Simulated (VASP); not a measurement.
# Cu3N (Pm-3m) in VASP: notebook

Cu3N is run at these levels: PBE+D3(BJ); tasks: single point, relaxation of cell and atoms.

Everything below comes from runs of VASP 6.6.1. Logs are shortened: lines on timing, memory, paths and dates and some standing lists are left out, and cuts for length are marked.

## 1. The cell of the first run

The structure is cubic, space group Pm-3m (No. 221). Conventional cell: a = 3.783 Å, b = 3.783 Å, c = 3.783 Å, α = 90.00°, β = 90.00°, γ = 90.00°. Cu (site symmetry 4/mmm) has 2 N at 1.89 Å within 2.5 Å. Within 2.5 Å of N (site symmetry m-3m) lie 6 Cu at 1.89 Å.

## 2. Single point, PBE+D3(BJ)

Input file INCAR:

```
SYSTEM = Cu3N
PREC = Accurate ; ENCUT = 600
EDIFF = 1E-6 ; ISMEAR = 0
SIGMA = 0.01 ; LREAL = .False.
LASPH = .True. ; NELM = 120
ALGO = Normal ; ISIF = 2
LWAVE = .False. ; LCHARG = .False.
GGA = PE ; IVDW = 12
NBANDS = 27 ; GGA_COMPAT = .False.
```

Input file KPOINTS:

```
regular mesh
0
Gamma
  10 10 10
  0 0 0
```

Input file POSCAR:

```
Cu3N
1.0
    3.7827486171      0.0000000000      0.0000000000
    0.0000000000      3.7827486171      0.0000000000
    0.0000000000      0.0000000000      3.7827486171
Cu N
3 1
Direct
    0.5000000000      0.0000000000      0.0000000000
    0.0000000000      0.5000000000      0.0000000000
    0.0000000000      0.0000000000      0.5000000000
    0.0000000000      0.0000000000      0.0000000000
```

Potentials or basis: VASP PAW PBE potentials, release 64 (Cu, N).

Started as:

```
> cat potpaw_PBE.64/Cu/POTCAR potpaw_PBE.64/N/POTCAR > POTCAR
> mpirun -np 1 vasp_std > vasp.out
```

OUTCAR:

```text
SYSTEM = Cu3N
   PREC = Accurate
   ENCUT = 600
   EDIFF = 1E-6
   ISMEAR = 0
   LREAL = .False.
   LASPH = .True.
   NELM = 120
   ISIF = 2
   GGA = PE
   IVDW = 12
 IVDW          = 12

 ion  position               nearest neighbor table
   1  0.500  0.000  0.000-   4 1.89   4 1.89   2 2.67   3 2.67   2 2.67   2 2.67   3 2.67   3 2.67
                             3 2.67   2 2.67
   2  0.000  0.500  0.000-   4 1.89   4 1.89   1 2.67   3 2.67   1 2.67   3 2.67   3 2.67   3 2.67
                             1 2.67   1 2.67
   3  0.000  0.000  0.500-   4 1.89   4 1.89   1 2.67   1 2.67   2 2.67   2 2.67   2 2.67   2 2.67
                             1 2.67   1 2.67
   4  0.000  0.000  0.000-   1 1.89   2 1.89   3 1.89   3 1.89   2 1.89   1 1.89

  LATTYP: Found a simple cubic cell.
 ALAT       =     3.7827486171

  Lattice vectors:

 A1 = (   3.7827486171,   0.0000000000,   0.0000000000)
 A2 = (   0.0000000000,   3.7827486171,   0.0000000000)
 A3 = (   0.0000000000,   0.0000000000,   3.7827486171)

Analysis of symmetry for initial positions (statically):
=====================================================================
 Subroutine PRICEL returns:
 Original cell was already a primitive cell.

 Routine SETGRP: Setting up the symmetry group for a
 simple cubic supercell.

 Subroutine GETGRP returns: Found 48 space group operations
 (whereof 48 operations were pure point group operations)
 out of a pool of 48 trial point group operations.

The static configuration has the point symmetry O_h .

Analysis of symmetry for dynamics (positions and initial velocities):
=====================================================================
 Subroutine PRICEL returns:
 Original cell was already a primitive cell.

 Routine SETGRP: Setting up the symmetry group for a
 simple cubic supercell.

 Subroutine GETGRP returns: Found 48 space group operations
 (whereof 48 operations were pure point group operations)
 out of a pool of 48 trial point group operations.

The dynamic configuration has the point symmetry O_h .

 Subroutine INISYM returns: Found 48 space group operations
 (whereof 48 operations are pure point group operations),
 and found     1 'primitive' translations

----------------------------------------------------------------------------------------

                                     Primitive cell

  volume of cell :      54.1281

  direct lattice vectors                    reciprocal lattice vectors
     3.782748617  0.000000000  0.000000000     0.264358037  0.000000000  0.000000000
     0.000000000  3.782748617  0.000000000     0.000000000  0.264358037  0.000000000
     0.000000000  0.000000000  3.782748617     0.000000000  0.000000000  0.264358037

  length of vectors
     3.782748617  3.782748617  3.782748617     0.264358037  0.264358037  0.264358037

  position of ions in fractional coordinates (direct lattice)
     0.500000000  0.000000000  0.000000000
     0.000000000  0.500000000  0.000000000
     0.000000000  0.000000000  0.500000000
     0.000000000  0.000000000  0.000000000

  ion indices of the primitive-cell ions
   primitive index   ion index
                 1           1
                 2           2
                 3           3
                 4           4

----------------------------------------------------------------------------------------

 KPOINTS: regular mesh

Automatic generation of k-mesh.
 Grid dimensions read from file:
 generate k-points for:   10   10   10

 Generating k-lattice:

  Cartesian coordinates                     Fractional coordinates (reciprocal lattice)
     0.026435804  0.000000000  0.000000000     0.100000000  0.000000000  0.000000000
     0.000000000  0.026435804  0.000000000     0.000000000  0.100000000  0.000000000
     0.000000000  0.000000000  0.026435804     0.000000000  0.000000000  0.100000000

  Length of vectors
     0.026435804  0.026435804  0.026435804

  Shift w.r.t. Gamma in fractional coordinates (k-lattice)
     0.000000000  0.000000000  0.000000000

 Subroutine IBZKPT returns following result:
 ===========================================

 Found     56 irreducible k-points:

 Following reciprocal coordinates:
            Coordinates               Weight
  0.000000  0.000000  0.000000      1.000000
  0.100000  0.000000  0.000000      6.000000
  0.200000  0.000000  0.000000      6.000000
  0.300000  0.000000  0.000000      6.000000
  0.400000  0.000000  0.000000      6.000000
  0.500000  0.000000  0.000000      3.000000
[... 16 lines left out ...]
  0.200000  0.100000  0.100000     24.000000
  0.300000  0.100000  0.100000     24.000000
 [... further k-points ...]
   k-points           NKPTS =     56   k-points in BZ     NKDIM =     56   number of bands    NBANDS=     27
   number of dos      NEDOS =    301   number of ions     NIONS =      4
   total plane-waves  NPLWV =  27000
   dimension x,y,z NGX =    30 NGY =   30 NGZ =   30
   dimension x,y,z NGXF=    60 NGYF=   60 NGZF=   60
   ions per type =               3   1
   NGX,Y,Z   is equivalent  to a cutoff of  13.18, 13.18, 13.18 a.u.
   NGXF,Y,Z  is equivalent  to a cutoff of  26.37, 26.37, 26.37 a.u.
 SYSTEM =  Cu3N
   PREC   = accura    normal or accurate (medium, high low for compatibility)
   ISTART =      0    job   : 0-new  1-cont  2-samecut
   ICHARG =      2    charge: 1-file 2-atom 10-const
   ISPIN  =      1    spin polarized calculation?
   LNONCOLLINEAR =      F non collinear calculations
   LSORBIT =      F    spin-orbit coupling
   LASPH  =      T    aspherical Exc in radial PAW
   ENCUT  =  600.0 eV  44.10 Ry    6.64 a.u.   7.56  7.56  7.56*2*pi/ulx,y,z
   NELM   =    120;   NELMIN=  2; NELMDL= -5     # of ELM steps
   EDIFF  = 0.1E-05   stopping-criterion for ELM
   LREAL  =      F    real-space projection
   EDIFFG = 0.1E-04   stopping-criterion for IOM
   NSW    =      0    number of steps for IOM
   IBRION =     -1    ionic relax: 0-MD 1-quasi-New 2-CG
   NFREE  =      0    steps in history (QN), initial steepest desc. (CG)
   ISIF   =      2    stress and relaxation
   ISYM   =      2    0-nonsym 1-usesym 2-fastsym
   POTIM  = 0.5000    time-step for ionic-motion
   TEBEG  =    0.0;   TEEND  =   0.0 temperature during run
   PSTRESS=    0.0 pullay stress
   NELECT =      38.0000    total number of electrons
   NUPDOWN=      -1.0000    fix difference up-down
   EMIN   =  10.00;   EMAX   =-10.00  energy-range for DOS
   EFERMI =   0.00;   METHOD = LEGACY
   ISMEAR =     0;   SIGMA  =   0.01  broadening in eV -4-tet -1-fermi 0-gaus
   EFERMI_NEDOS =   21; number of points for ismear=-14 and -15
   IALGO  =     38    algorithm
   IMIX   =      4    mixing-type and parameters
     AMIX     =   0.40;   BMIX     =  1.00
     AMIX_MAG =   1.60;   BMIX_MAG =  1.00
  volume/ion in A,a.u.               =      13.53        91.32
  Fermi-wavevector in a.u.,A,eV,Ry     =   1.454996  2.749544 28.803726  2.117014
  Thomas-Fermi vector in A             =   2.572082
   LORBIT       =      0    0 simple, 1 ext, 2 COOP (PROOUT), +10 PAW based schemes
   GGA     = PE    functional components
   LHFCALC =     F    Hartree Fock is set to
   AEXX    =    0.0000 exact exchange contribution
   IVDW    =    12    specifies the selected vdW correction
   LEPSILON=     F    determine dielectric tensor
   LRPA    =     F    only Hartree local field effects (RPA)
 non-spin polarized calculation
 Gauss-broadening in eV      SIGMA  =   0.01
  energy-cutoff  :      600.00
  volume of cell :       54.13
 maximum number of plane-waves:      1856
   NGX = 15   NGY = 15   NGZ = 15

 number of electron      38.0000001 magnetization

 Free energy of the ion-electron system (eV)
  ---------------------------------------------------
  ext. energy  EPLUGINS =         0.00000000
  ---------------------------------------------------
  free energy    TOTEN  =       -18.35772047 eV

  energy without entropy =      -18.35772047  energy(sigma->0) =      -18.35772047

 E-fermi :   5.2330     XC(G=0): -10.9202

 val. band max:        5.1905610220   @ k =   0.5000   0.5000   0.5000
 cond. band min:       5.3206430771   @ k =   0.5000   0.5000   0.0000
 fundamental gap:      0.1300820551
 Fermi energy:         5.2329894913

 k-point     1 :       0.0000    0.0000    0.0000
  band No.  band energies     occupation
      1     -11.8661      2.00000
      2      -0.2126      2.00000
      3       0.2806      2.00000
      4       0.2806      2.00000
      5       0.2806      2.00000
      6       1.1901      2.00000
[... 19 lines left out ...]
     26      17.5961      0.00000
     27      17.5964      0.00000

 k-point     2 :       0.1000    0.0000    0.0000
  band No.  band energies     occupation
      1     -11.8278      2.00000
      2      -0.3519      2.00000
      3       0.1136      2.00000
      4       0.1611      2.00000
      5       0.1611      2.00000
      6       1.2009      2.00000
[... 19 lines left out ...]
     26      16.9794      0.00000
     27      17.1141      0.00000

 k-point     3 :       0.2000    0.0000    0.0000
  band No.  band energies     occupation
      1     -11.7241      2.00000
      2      -1.0305      2.00000
      3      -0.0672      2.00000
      4      -0.0672      2.00000
      5       0.2371      2.00000
      6       1.2300      2.00000
[... 19 lines left out ...]
     26      15.7395      0.00000
     27      16.2082      0.00000

 k-point     4 :       0.3000    0.0000    0.0000
  band No.  band energies     occupation
      1     -11.5888      2.00000
      2      -1.7690      2.00000
      3      -0.2746      2.00000
      4      -0.2746      2.00000
      5       0.5564      2.00000
      6       1.2678      2.00000
[... 19 lines left out ...]
     26      14.8494      0.00000
     27      15.3625      0.00000
[... 516 lines left out ...]
      4      -0.2851      2.00000
      5       0.2803      2.00000
      6       1.3355      2.00000
[... 19 lines left out ...]
     26      15.7903      0.00000
     27      15.7903      0.00000

 k-point    23 :       0.2000    0.1000    0.1000
  band No.  band energies     occupation
      1     -11.6469      2.00000
      2      -1.0852      2.00000
      3      -0.4974      2.00000
      4      -0.4516      2.00000
      5       0.4305      2.00000
      6       1.3626      2.00000
[... 19 lines left out ...]
     26      14.7124      0.00000
     27      15.3228      0.00000

 k-point    24 :       0.3000    0.1000    0.1000
  band No.  band energies     occupation
      1     -11.5111      2.00000
      2      -1.8048      2.00000
      3      -0.6234      2.00000
      4      -0.6188      2.00000
      5       0.7172      2.00000
      6       1.4071      2.00000
[... 19 lines left out ...]
     26      14.5225      0.00000
     27      15.6106      0.00000

 [... further k-points ...]

------------------------ aborting loop because EDIFF is reached ----------------------------------------

 Edisp (eV)   -1.41228

 E8    (eV) :    -0.5746

  FORCE on cell =-STRESS in cart. coord.  units (eV):
  Direction    XX          YY          ZZ          XY          YZ          ZX
  --------------------------------------------------------------------------------------
  -------------------------------------------------------------------------------------
  Total       0.24941     0.24941     0.24941    -0.00000     0.00000    -0.00000
  in kB       7.38249     7.38249     7.38249    -0.00000     0.00000    -0.00000
  external pressure =        7.38 kB  Pullay stress =        0.00 kB

 VOLUME and BASIS-vectors are now :
 -----------------------------------------------------------------------------
  energy-cutoff  :      600.00
  volume of cell :       54.13
      direct lattice vectors                 reciprocal lattice vectors
     3.782748617  0.000000000  0.000000000     0.264358037  0.000000000  0.000000000
     0.000000000  3.782748617  0.000000000     0.000000000  0.264358037  0.000000000
     0.000000000  0.000000000  3.782748617     0.000000000  0.000000000  0.264358037

 POSITION                                       TOTAL-FORCE (eV/Angst)
 -----------------------------------------------------------------------------------
      1.89137      0.00000      0.00000         0.000000      0.000000      0.000000
      0.00000      1.89137      0.00000         0.000000      0.000000      0.000000
      0.00000      0.00000      1.89137         0.000000      0.000000      0.000000
      0.00000      0.00000      0.00000         0.000000      0.000000      0.000000
 -----------------------------------------------------------------------------------
    total drift:                                0.000000      0.000000      0.000000

  FREE ENERGIE OF THE ION-ELECTRON SYSTEM (eV)
  ---------------------------------------------------
  free  energy   TOTEN  =       -19.7700036685 eV

  energy  without entropy=      -19.7700036685  energy(sigma->0) =      -19.77000367
```

Run time: 2 min. Hardware: 1 thread of AMD EPYC 7R43 (Zen 3), shared host; peak memory 0.2 GiB.

Results:

```yaml
Free_energy: -19.7700 eV
Pressure: 0.7 GPa
Band_gap_on_the_k_mesh: 0.13 eV, indirect (least direct gap 0.68 eV)
Dispersion_energy_per_atom: -0.353 eV
```

[end of part 1 of 2]
